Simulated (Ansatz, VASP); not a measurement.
## Li: VASP beside Ansatz

```xyz
3
Lattice="3.0056 0.0000 0.0000 -1.5028 2.6029 0.0000 0.0000 0.0000 7.7930" Properties=species:S:1:pos:R:3 pbc="T T T"
Li    1.5028    0.8676    5.2757
Li    1.5028    0.8676    2.5173
Li    0.0000    0.0000    0.0000
```

Alike in both runs: task single point; functional r2SCAN; k mesh 18 × 18 × 6; occupations gaussian, width 0.1 eV; no spin polarisation.

|  | VASP | Ansatz |
| --- | --- | --- |
| version | VASP 6.6.1 | Ansatz 0.2.0 |
| potentials or method | VASP PAW PBE potentials, release 64 (Li_sv), cutoff 520 eV | scalar-relativistic, plane waves, PAW |
| valence electrons in the cell | 9 | 9 |

```tsv
	VASP	Ansatz	Ansatz less VASP
gap on the k mesh at the Fermi level (eV)	none	none	-
rms of the force components (eV/Å)	0.009	0.008	-0.0003
```

VASP's potentials were made for PBE, not for r2SCAN. Atom by atom the forces differ by 0.000 eV/Å (rms over components). A gap of «none» marks a metal or a gap that the smearing closes.

Noted on VASP's run: the cutoff is under 1.25 times that of the potentials, so the pressure is a little rough.
